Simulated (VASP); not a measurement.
# Te2Mo (P6_3/mmc) in VASP: a series of runs, part 2 of 2

VASP 6.6.1. The steps go on from the part before.

**4. Relaxation of cell and atoms, r2SCAN, target pressure 5 GPa, at which the enthalpy is minimised**

Contents of POSCAR:

```
Te2Mo
1.0
    3.5182000000      0.0000000000      0.0000000000
   -1.7591000000      3.0468505756      0.0000000000
    0.0000000000      0.0000000000     13.9736000000
Te Mo
4 2
Direct
    0.6666666667      0.3333333333      0.3790000000
    0.3333333333      0.6666666667      0.8790000000
    0.6666666667      0.3333333333      0.1210000000
    0.3333333333      0.6666666667      0.6210000000
    0.6666666667      0.3333333333      0.7500000000
    0.3333333333      0.6666666667      0.2500000000
```

Contents of INCAR.step1:

```
SYSTEM = Te2Mo
ALGO     = Normal         ! electronic algorithm
EDIFF    = 1E-4           ! SCF threshold, eV
ENCUT    = 600            ! plane-wave cutoff, eV
GGA      = PE             ! functional
ISMEAR   = -1             ! smearing method
LASPH    = .True.         ! aspherical terms in the spheres
LCHARG   = .False.        ! write CHGCAR
LREAL    = .False.        ! projectors in reciprocal space
LWAVE    = .True.         ! write WAVECAR
NELM     = 60             ! most SCF steps
PREC     = Accurate       ! precision mode
SIGMA    = 0.05           ! smearing width, eV
```

Contents of INCAR.step2:

```
SYSTEM = Te2Mo
ALGO     = Normal         ! electronic algorithm
EDIFF    = 1E-6           ! SCF threshold, eV
EDIFFG   = -0.01          ! ionic threshold
ENCUT    = 600            ! plane-wave cutoff, eV
IBRION   = 2              ! ionic algorithm
ISIF     = 3              ! what is computed and relaxed
ISMEAR   = -1             ! smearing method
ISTART   = 1            
LASPH    = .True.         ! aspherical terms in the spheres
LCHARG   = .False.        ! write CHGCAR
LMIXTAU  = .True.       
LREAL    = .False.        ! projectors in reciprocal space
LWAVE    = .False.        ! write WAVECAR
METAGGA  = R2SCAN         ! meta-GGA
NELM     = 60             ! most SCF steps
NSW      = 60             ! ionic steps
PREC     = Accurate       ! precision mode
PSTRESS  = 50.0         
SIGMA    = 0.05           ! smearing width, eV
```

Contents of KPOINTS:

```
k-points
0
Gamma
  9 9 2
  0 0 0
```

Potentials or basis: VASP PAW PBE potentials, release 64 (Te, Mo_sv).

On the command line:

```sh
$ cat potpaw_PBE.64/Te/POTCAR potpaw_PBE.64/Mo_sv/POTCAR > POTCAR
$ cp INCAR.step1 INCAR
$ mpirun -np 1 vasp_std > vasp.out
$ cp INCAR.step2 INCAR
$ mpirun -np 1 vasp_std > vasp.out
```

OUTCAR:

```text
SYSTEM = Te2Mo
   EDIFF = 1E-6
   EDIFFG = -0.01
   ENCUT = 600
   IBRION = 2
   ISIF = 3
   ISMEAR = -1
   ISTART = 1
   LASPH = .True.
   LREAL = .False.
   METAGGA = R2SCAN
   NELM = 60
   NSW = 60
   PREC = Accurate
   PSTRESS = 50.0

 ion  position               nearest neighbor table
   1  0.667  0.333  0.379-   6 2.72   6 2.72   6 2.72   3 3.61
   2  0.333  0.667  0.879-   5 2.72   5 2.72   5 2.72   4 3.61
   3  0.667  0.333  0.121-   6 2.72   6 2.72   6 2.72   1 3.61
   4  0.333  0.667  0.621-   5 2.72   5 2.72   5 2.72   2 3.61
   5  0.667  0.333  0.750-   2 2.72   4 2.72   2 2.72   4 2.72   2 2.72   4 2.72
   6  0.333  0.667  0.250-   1 2.72   3 2.72   1 2.72   3 2.72   1 2.72   3 2.72

  LATTYP: Found a hexagonal cell.
 ALAT       =     3.5182000000
 C/A-ratio  =     3.9718037633

  Lattice vectors:

 A1 = (   3.5182000000,   0.0000000000,   0.0000000000)
 A2 = (  -1.7591000000,   3.0468505756,   0.0000000000)
 A3 = (   0.0000000000,   0.0000000000,  13.9736000000)

Analysis of symmetry for initial positions (statically):
=====================================================================
 Subroutine PRICEL returns:
 Original cell was already a primitive cell.

[... 175 lines left out ...]
  ---------------------------------------------------
  free energy    TOTEN  =      -155.58472473 eV

  energy without entropy =     -155.58471652  energy(sigma->0) =     -155.58472063

------------------------ aborting loop because EDIFF is reached ----------------------------------------

  FORCE on cell =-STRESS in cart. coord.  units (eV):
  Direction    XX          YY          ZZ          XY          YZ          ZX
  --------------------------------------------------------------------------------------
  -------------------------------------------------------------------------------------
  Total        2.3774351      2.3774351      1.8110360      0.0000000     -0.0000000      0.0000000
  in kB       25.4295841     25.4295841     19.3712514      0.0000000     -0.0000000      0.0000000
  external PRESSURE =     -26.5898601 kB  Pullay stress =      50.0000000 kB
[... 109 lines left out ...]
  energy  without entropy=     -155.5123977489  energy(sigma->0) =     -155.51240219

  enthalpy is  TOTEN    =      -150.9381881895 eV   P V=        4.5742184453

[... ionic steps 4 to 9 ...]

--------------------------------------- Ionic step       10  -------------------------------------------

 number of electron      51.9999998 magnetization

------------------------ aborting loop because EDIFF is reached ----------------------------------------
[... 79 lines left out ...]
--------------------------------------- Ionic step       12  -------------------------------------------

 number of electron      51.9999998 magnetization

 Free energy of the ion-electron system (eV)
  ---------------------------------------------------
  ext. energy  EPLUGINS =         0.00000000
  ---------------------------------------------------
  free energy    TOTEN  =      -155.43208348 eV

  energy without entropy =     -155.43204810  energy(sigma->0) =     -155.43206579

 E-fermi :   9.1498     XC(G=0): -11.3116

 val. band max:        8.8079403711   @ k =   0.0000   0.0000   0.0000
 cond. band min:       9.5375308538   @ k =   0.2222   0.2222   0.0000
 fundamental gap:      0.7295904827
 Fermi energy:         9.1497533263

 k-point     1 :       0.0000    0.0000    0.0000
  band No.  band energies     occupation
      1     -54.0542      2.00000
      2     -54.0542      2.00000
      3     -27.5185      2.00000
      4     -27.5184      2.00000
      5     -27.3754      2.00000
      6     -27.3754      2.00000
[... 842 lines left out ...]
  energy  without entropy=     -155.4320480957  energy(sigma->0) =     -155.43206579

  enthalpy is  TOTEN    =      -150.9689036594 eV   P V=        4.4631798241

 reached required accuracy - stopping structural energy minimisation
```

It took 2 h on 1 thread of AMD EPYC 9755, shared host; peak memory 0.36 GiB.

Results:

| Property | Result |
| --- | --- |
| Free energy | -155.4321 eV |
| Relaxed volume | 23.84 Å³/atom |
| Relaxed cell | a = 3.489 Å, b = 3.489 Å, c = 13.570 Å, α = 90.00°, β = 90.00°, γ = 120.00° |
| Space group after relaxing (to 0.1 Å) | P6_3/mmc (No. 194) |
| Energy change on relaxing (the run minimises the enthalpy) | +25.4 meV/atom |
| Ionic steps | 12 |
| Pressure after relaxing | 5.0 GPa |
| Largest force after relaxing | 0.007 eV/Å |
| Band gap on the k mesh | 0.73 eV (least direct gap 1.16 eV) |

Forces on the atoms (eV/Å):
```
Te   0.000  0.000  0.007
Te   0.000  0.000  0.007
Te   0.000  0.000 -0.007
Te   0.000  0.000 -0.007
Mo   0.000  0.000  0.000
Mo   0.000  0.000  0.000
```

Step by step:
| step | energy change (eV) | largest force (eV/Å) | pressure (GPa) | volume (Å³) |
| --- | --- | --- | --- | --- |
| 1 | 0.0000 | 0.0525 | 2.34 | 149.79 |
| 2 | 0.3380 | 0.9714 | 10.17 | 140.98 |
| 3 | 0.0723 | 0.2912 | 4.91 | 146.57 |
| 4 | 0.0927 | 0.1897 | 4.97 | 145.54 |
| 5 | 0.1358 | 0.0326 | 5.08 | 143.93 |
| 6 | 0.1448 | 0.0143 | 5.07 | 143.35 |
| 7 | 0.1591 | 0.0057 | 5.08 | 142.81 |
| 8 | 0.1584 | 0.0051 | 5.07 | 142.83 |
| 9 | 0.1497 | 0.0164 | 4.89 | 143.11 |
| 10 | 0.1538 | 0.0107 | 4.98 | 142.98 |
| 11 | 0.1534 | 0.0112 | 4.98 | 142.99 |
| 12 | 0.1526 | 0.0069 | 5.01 | 143.02 |

Final structure:
```
Te Mo
1.0
     3.48853    0.00000    0.00000
    -1.74426    3.02115    0.00000
     0.00000    0.00000   13.56970
Te Mo
4 2
Cartesian
  1.7443 1.0071 5.1924
  0.0000 2.0141 11.9772
  1.7443 1.0071 1.5924
  0.0000 2.0141 8.3773
  1.7443 1.0071 10.1773
  0.0000 2.0141 3.3924
```

Caveat: the cell is relaxed towards a set pressure, so the run minimises the enthalpy, not the energy; the PAW data sets were made with another functional, which shifts forces and pressure a little; spin-orbit coupling is left out, which moves the levels of the heavy elements. r2SCAN opens gaps a little over a GGA but as a rule still falls short of measured ones.

**5. Relaxation of cell and atoms, r2SCAN+D4**

POSCAR is that of step 4.

Contents of INCAR.step1:

```
SYSTEM = Te2Mo
PREC = Accurate ; ENCUT = 600
ISMEAR = -1 ; SIGMA = 0.05
LREAL = .FALSE. ; LASPH = .TRUE.
NELM = 80 ; GGA = PE
ALGO = Normal ; EDIFF = 1E-4
LWAVE = .TRUE. ; LCHARG = .FALSE.
```

Contents of INCAR.step2:

```
SYSTEM = Te2Mo
PREC = Accurate ; ENCUT = 600
EDIFF = 1E-7 ; ISMEAR = -1
SIGMA = 0.05 ; LREAL = .FALSE.
LASPH = .TRUE. ; NELM = 80
ALGO = Normal ; ISIF = 3
LWAVE = .FALSE. ; LCHARG = .FALSE.
METAGGA = R2SCAN ; LMIXTAU = .TRUE.
IVDW = 13 ; VDW_S6 = 1.0
VDW_S8 = 0.6018749 ; VDW_A1 = 0.51559235
VDW_A2 = 5.77342911 ; IBRION = 2
NSW = 60 ; EDIFFG = -0.01
ISTART = 1
```

Contents of KPOINTS:

```
Automatic mesh
0
G
  9 9 2
  0 0 0
```

On the command line:

```sh
$ cat potpaw_PBE.64/Te/POTCAR potpaw_PBE.64/Mo_sv/POTCAR > POTCAR
$ cp INCAR.step1 INCAR
$ mpirun -np 1 vasp_std > vasp.out
$ cp INCAR.step2 INCAR
$ mpirun -np 1 vasp_std > vasp.out
```

Wall time 2.1 h (1 thread of Oxide Virtual Turin-like, shared host); peak memory 0.37 GiB.

It converged, with:

* Free energy: -156.7295 eV
* Relaxed volume: 25.91 Å³/atom
* Relaxed cell: a = 3.547 Å, b = 3.547 Å, c = 14.267 Å, α = 90.00°, β = 90.00°, γ = 120.00°
* Space group after relaxing (to 0.1 Å): P6_3/mmc (No. 194)
* Energy gained by relaxing: 3.7 meV/atom
* Ionic steps: 14
* Pressure after relaxing: 0.0 GPa
* Band gap on the k mesh: 0.98 eV (least direct gap 1.08 eV)
* Dispersion energy per atom: -0.181 eV

Step by step:
| step | energy change (eV) | largest force (eV/Å) | pressure (GPa) | volume (Å³) |
| --- | --- | --- | --- | --- |
| 1 | 0.0000 | 0.0493 | 1.26 | 149.79 |
| 2 | -0.0011 | 0.3502 | -1.38 | 154.09 |
| 3 | -0.0090 | 0.2063 | -0.13 | 151.98 |
| 4 | -0.0144 | 0.0718 | 0.05 | 152.68 |
| 5 | -0.0145 | 0.0501 | 0.08 | 152.79 |
| 6 | -0.0167 | 0.0456 | 0.02 | 153.23 |
| 7 | -0.0208 | 0.0332 | -0.13 | 154.57 |
| 8 | -0.0195 | 0.0106 | -0.34 | 157.25 |
| 9 | -0.0217 | 0.0190 | -0.22 | 155.72 |
| 10 | -0.0184 | 0.1390 | 0.83 | 154.56 |
| 11 | -0.0219 | 0.0136 | 0.00 | 155.48 |
| 12 | -0.0219 | 0.0130 | 0.00 | 155.48 |
| 13 | -0.0219 | 0.0059 | -0.02 | 155.40 |
| 14 | -0.0219 | 0.0017 | -0.01 | 155.43 |

Final structure:
```
Te Mo
1.0
     3.54678    0.00000    0.00000
    -1.77339    3.07160    0.00000
     0.00000    0.00000   14.26719
Te Mo
4 2
Direct
  0.66667 0.33333 0.37572
  0.33333 0.66667 0.87572
  0.66667 0.33333 0.12428
  0.33333 0.66667 0.62428
  0.66667 0.33333 0.75000
  0.33333 0.66667 0.25000
```

Levels at points of the mesh, in eV from the valence-band top:
```tsv
k point	band 22	band 23	band 24	band 25	band 26	band 27	band 28	band 29	band 30	band 31
(0.00, 0.00, 0.00)	-1.13	-1.13	-0.94	-0.54	0.00	2.99	2.99	3.09	3.09	3.26
(0.00, 0.00, 0.50)	-1.15	-1.15	-1.15	-0.12	-0.12	3.03	3.03	3.03	3.03	3.37
```

Caveat: the PAW data sets were made with another functional, which shifts forces and pressure a little; spin-orbit coupling is left out, which moves the levels of the heavy elements.

**6. Overview**

```tsv
task	level	spin	cell	cutoff (eV)	gap on the mesh (eV)	pressure (GPa)	relaxed volume (Å³/atom)	largest force (eV/Å)
relaxation of cell and atoms	r2SCAN+rVV10	off	relaxed from a = 3.518, b = 3.518, c = 13.974 Å, angles 90.0, 90.0, 120.0°, 6 atoms	600	0.94	0.0	25.82	-
single point	PBE	non-collinear, zero start, SOC	a = 3.446, b = 3.446, c = 13.688 Å, angles 90.0, 90.0, 120.0°, 6 atoms	520	-	10.5	-	1.15
relaxation of cell and atoms	r2SCAN	off	relaxed to 5 GPa from a = 3.518, b = 3.518, c = 13.974 Å, angles 90.0, 90.0, 120.0°, 6 atoms	600	0.73	5.0	-	0.01
relaxation of cell and atoms	r2SCAN+D4	off	relaxed from a = 3.518, b = 3.518, c = 13.974 Å, angles 90.0, 90.0, 120.0°, 6 atoms	600	0.98	0.0	25.91	-
```

Alike in all rows: potentials or basis VASP PAW PBE potentials, release 64 (Te, Mo_sv); k mesh 9 × 9 × 2; smearing fermi-dirac 0.05 eV.

Caveats: the PAW data sets were made with another functional, which shifts forces and pressure a little (at least some runs); spin-orbit coupling is left out, which moves the levels of the heavy elements (at least some runs); the cell stands under pressure (at least some runs); this functional lacks dispersion, which binds layers or chains, so the pressure and a relaxed spacing across them are unreliable (at least some runs); forces of over 1 eV/Å act on the atoms, so gaps and moduli don't describe the material at rest (at least some runs); the cell is relaxed towards a set pressure, so the run minimises the enthalpy, not the energy (at least some runs).

Total energies depend on the potentials used, so only differences within one code and one set of settings carry meaning.
